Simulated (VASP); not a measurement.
Here is a VASP 6.6.1 calculation.

Contents of INCAR:

```
SYSTEM = Sc5S
PREC = Accurate
ENCUT = 520
EDIFF = 1E-7
ISMEAR = 0
SIGMA = 0.1
LREAL = .FALSE.
LASPH = .TRUE.
NELM = 60
ALGO = Normal
ISIF = 2
LWAVE = .FALSE.
LCHARG = .TRUE.
GGA = PE
LELF = .TRUE.
LVHAR = .TRUE.
NBANDS = 40
```

Contents of KPOINTS:

```
regular mesh
0
G
  12 12 4
  0 0 0
```

POSCAR

```
Sc5S
1.0
    3.2660402686      0.0000000000      0.0000000000
   -1.6330201343      2.8284738424      0.0000000000
    0.0000000000      0.0000000000     13.2025325347
Sc S
5 1
Direct
    0.6666666667      0.3333333333      0.8773072954
    0.3333333333      0.6666666667      0.1226927046
    0.3333333333      0.6666666667      0.6866510672
    0.6666666667      0.3333333333      0.3133489328
    0.0000000000      0.0000000000      0.5000000000
    0.0000000000      0.0000000000      0.0000000000
```

Potentials or basis: VASP PAW PBE potentials, release 64 (Sc_sv, S).

Run with:

```sh
$ cat potpaw_PBE.64/Sc_sv/POTCAR potpaw_PBE.64/S/POTCAR > POTCAR
$ mpirun -np 1 vasp_std > vasp.out
```

Problem. What does it give for the band gap on the k mesh?

Solution. Zero (an odd number of electrons rules out a gap without spin polarisation).

Problem. What does it give for the pressure?

Solution. 9.5 GPa.

Stress tensor (GPa, compression positive):
```
9.43 0.00 0.00
0.00 9.43 0.00
0.00 0.00 9.52
```

Caveat: the cell stands under pressure.
